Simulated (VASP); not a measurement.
Set up this calculation in VASP 6.6.1, as the native input.

```
Task                   : single point
Functional             : PBEsol
Potentials or basis    : VASP PAW PBE potentials, release 64 (Zr_sv, O)
Cutoff                 : 520 eV
k mesh                 : 9 × 9 × 8
Occupations            : gaussian, width 0.15 eV
Spin                   : no spin polarisation
Dipole correction      : no
Further INCAR settings : ALGO = Normal; EDIFF = 1e-07; NBANDS = 52
```

The structure of Zr3O lies in POSCAR:

```
Zr3O
1.0
    5.8497104291      0.0000000000      0.0000000000
   -2.9248552145      5.0659978364      0.0000000000
    0.0000000000      0.0000000000      4.6984874166
Zr O
6 2
Direct
    0.3663331157      0.0000000000      0.0000000000
    0.3663331157      0.3663331157      0.5000000000
    0.0000000000      0.3663331157      0.0000000000
    0.6336668843      0.0000000000      0.5000000000
    0.6336668843      0.6336668843      0.0000000000
    0.0000000000      0.6336668843      0.5000000000
    0.3333333333      0.6666666667      0.2500000000
    0.6666666667      0.3333333333      0.7500000000
```

This cell differs from its parent crystal: atoms shifted along a free coordinate, c/a of the conventional cell at fixed volume 0.8032.

These files were run (other wordings do the same):

INCAR

```
SYSTEM = Zr3O
PREC = Accurate
ENCUT = 520
EDIFF = 1E-7
ISMEAR = 0
SIGMA = 0.15
LREAL = .FALSE.
LASPH = .TRUE.
NELM = 80
ALGO = Normal
ISIF = 2
LWAVE = .FALSE.
LCHARG = .FALSE.
GGA = PS
NBANDS = 52
```

KPOINTS

```
regular mesh
0
G
  9 9 8
  0 0 0
```

Potentials or basis: VASP PAW PBE potentials, release 64 (Zr_sv, O).

Run with:

```console
$ cat potpaw_PBE.64/Zr_sv/POTCAR potpaw_PBE.64/O/POTCAR > POTCAR
$ mpirun -np 1 vasp_std > vasp.out
```

Results of the run:

```yaml
Pressure: 7.3 GPa
Largest_force: 1.670 eV/Å
Band_gap_on_the_k_mesh: zero (bands 42 and 43 overlap by 0.90 eV)
```

Caveat: the cell stands under pressure; the PAW data sets were made with another functional, which shifts forces and pressure a little.

Wall time 4 min on 1 thread of Intel(R) Xeon(R) 6975P-C (Granite Rapids), with other jobs on the host, peak memory 0.46 GiB.
